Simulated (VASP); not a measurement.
A run of VASP 6.6.1:

INCAR

```
  PREC = Accurate
  ENCUT = 600
  EDIFF = 1E-6
  ISMEAR = 0
  SIGMA = 0.1
  LREAL = F
  LASPH = T
  NELM = 120
  ALGO = Normal
  ISIF = 2
  LWAVE = F
  LCHARG = T
  GGA = PS
  LELF = T
  LVHAR = T
  NBANDS = 11
  GGA_COMPAT = F
```

Contents of KPOINTS:

```
regular mesh
0
Gamma
  10 10 10
```

Contents of POSCAR:

```
BN
1.0
    0.0000000000      1.6932081673      1.6932081673
    1.6932081673      0.0000000000      1.6932081673
    1.6932081673      1.6932081673      0.0000000000
B N
1 1
Direct
    0.0000000000      0.0000000000      0.0000000000
    0.2500000000      0.2500000000      0.2500000000
```

Potentials or basis: VASP PAW PBE potentials, release 64 (B, N).

Command:

```sh
$ cat potpaw_PBE.64/B/POTCAR potpaw_PBE.64/N/POTCAR > POTCAR
$ mpirun -np 1 vasp_std > vasp.out
```

Hardware: 1 thread of Intel(R) Xeon(R) 6975P-C (Granite Rapids), with other jobs on the host.

Q: How long does it take, and how much memory?

A: It took 3.2 s on 1 thread of Intel(R) Xeon(R) 6975P-C (Granite Rapids), with other jobs on the host, peak memory 0.12 GiB. Counts: scf iterations 12, k points 47.
